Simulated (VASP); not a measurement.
## BN (l): single point with LDA

Crystal: BN (l).

```
CELL_PARAMETERS angstrom
2.51457 0.00000 0.00000
0.00000 3.55614 0.00000
0.00000 0.00000 2.55270
ATOMIC_POSITIONS crystal
B 0.00000 0.00000 0.00000
B 0.50000 0.50000 0.50000
N 0.00000 0.25000 0.50000
N 0.50000 0.75000 0.00000
```

```yaml
Program: VASP 6.6.1
Task: single point
Functional: LDA
Potentials_or_basis: VASP PAW LDA potentials, release 64 (B, N)
Cutoff: 600 eV
k_mesh: 8 × 6 × 8
Occupations: gaussian, width 0.1 eV
Spin: no spin polarisation
Dipole_correction: no
Further_INCAR_settings: ALGO = Normal; EDIFF = 1e-06; NBANDS = 16
```

- Pressure: 3.1 GPa
- Largest force: 0.049 eV/Å
- Band gap on the k mesh: 4.23 eV

Forces in eV/Å, atoms in the order of the input:
```
B    0.000  0.049  0.000
B    0.000  0.049  0.000
N    0.000 -0.049  0.000
N    0.000 -0.049  0.000
```

Stress tensor (GPa, compression positive):
```
 8.81  0.00  0.00
 0.00  6.14  0.00
 0.00  0.00 -5.78
```

Levels at points of the mesh, in eV from the valence-band top:
```
           k point  band 5  band 6  band 7  band 8  band 9  band 10  band 11  band 12
(0.00, 0.00, 0.00)   -5.07   -0.10   -0.04    0.00    4.23     8.61     8.72     9.03
(0.50, 0.00, 0.00)   -5.73   -5.73   -2.34   -2.34    9.49     9.49    12.11    12.11
(0.00, 0.50, 0.00)   -3.35   -3.35   -3.12   -3.12    6.71     6.71    11.72    11.72
(0.50, 0.50, 0.00)   -2.17   -2.17   -2.07   -2.07   10.32    10.32    10.49    10.49
(0.00, 0.00, 0.50)   -5.78   -5.78   -2.23   -2.23    9.76     9.76    12.40    12.40
(0.50, 0.00, 0.50)   -5.11   -5.11   -5.11   -5.11    4.38     4.38     9.35     9.35
(0.00, 0.50, 0.50)   -2.07   -2.07   -1.93   -1.93   10.69    10.69    10.76    10.76
(0.50, 0.50, 0.50)   -7.33   -7.33   -6.86   -6.86    9.62     9.62    13.74    13.74
```

Wall time 47 s on 1 thread of Intel Xeon 8259CL, on a shared host, peak memory 0.14 GiB.

A k mesh can miss the band edges. A hybrid or GW would open this gap; LDA tends to underestimate it.
